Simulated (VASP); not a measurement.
## AlN: single point with PBEsol

Crystal: AlN.

```xyz
4
Lattice="3.3016 0.0000 0.0000 -1.6508 2.8593 0.0000 0.0000 0.0000 4.0584" Properties=species:S:1:pos:R:3 pbc="T T T"
Al    0.0000    1.9062    3.0438
Al    1.6508    0.9531    1.0146
N     0.0000    1.9062    1.0146
N     1.6508    0.9531    3.0438
```

```json
{
 "Program": "VASP 6.6.1",
 "Task": "single point",
 "Functional": "PBEsol",
 "Potentials or basis": "VASP PAW PBE potentials, release 64 (Al, N)",
 "Cutoff": "520 eV",
 "k mesh": "9 × 9 × 6",
 "Occupations": "gaussian, width 0.05 eV",
 "Spin": "no spin polarisation"
}
```

The pressure is 4.1 GPa and the band gap on the k mesh is 3.53 eV, direct.

Stress tensor (GPa, compression positive):
```
2.78 0.00 0.00
0.00 2.78 0.00
0.00 0.00 6.83
```

Levels at points of the mesh, in eV from the valence-band top:
```
           k point  band 5  band 6  band 7  band 8  band 9  band 10  band 11  band 12
(0.00, 0.00, 0.00)   -3.37   -1.52   -1.52    0.00    3.53     4.65     8.30     8.30
(0.00, 0.00, 0.50)   -2.49   -2.49   -2.49   -2.49    5.88     5.88     8.41     8.41
```

Wall time 27 s on 1 thread of Intel(R) Xeon(R) Platinum 8259CL CPU @ 2.50GHz (Skylake/Cascade Lake) (shared host), peak memory 0.17 GiB.

Caveat: the PAW data sets were made with another functional, which shifts forces and pressure a little. A k mesh can miss the band edges.
